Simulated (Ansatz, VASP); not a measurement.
**MoS2 in VASP and in Ansatz**

```xyz
6
Lattice="3.1600 0.0000 0.0000 -1.5800 2.7366 0.0000 0.0000 0.0000 42.3540" Properties=species:S:1:pos:R:3 pbc="T T T"
S     1.5800    0.9122    9.0454
S     1.5800    0.9122   12.1736
S     0.0000    1.8244   15.1034
S     0.0000    1.8244   18.2316
Mo    0.0000    1.8244   10.6104
Mo    1.5800    0.9122   16.6666
```

Alike in both runs: functional PBE; dispersion D3(BJ); k mesh 12 × 12 × 1; occupations gaussian, width 0.02 eV; no spin polarisation.

Ansatz relaxed the structure, and its values are those at the end. VASP's run is a single point on that final structure, the one shown.

|  | VASP | Ansatz |
| --- | --- | --- |
| version | VASP 6.6.1 | Ansatz 0.2.0 |
| potentials or method | VASP PAW PBE potentials, release 64 (S, Mo_sv) | scalar-relativistic, plane waves, PAW |
| plane-wave cutoff (eV) | 520 | 420 |
| valence electrons in the cell | 52 | 52 |

VASP gave:

| Quantity | Value |
| --- | --- |
| gap on the k mesh at the Fermi level (eV) | 1.21 |
| least direct gap on the mesh (eV) | 1.72 |
| rms of the force components (eV/Å) | 0.006 |

Problem. Which values does Ansatz return?

Solution. gap on the k mesh at the Fermi level (eV): 1.20; least direct gap on the mesh (eV): 1.71; rms of the force components (eV/Å): 0.001.

Ansatz's warnings: slab cell height set.
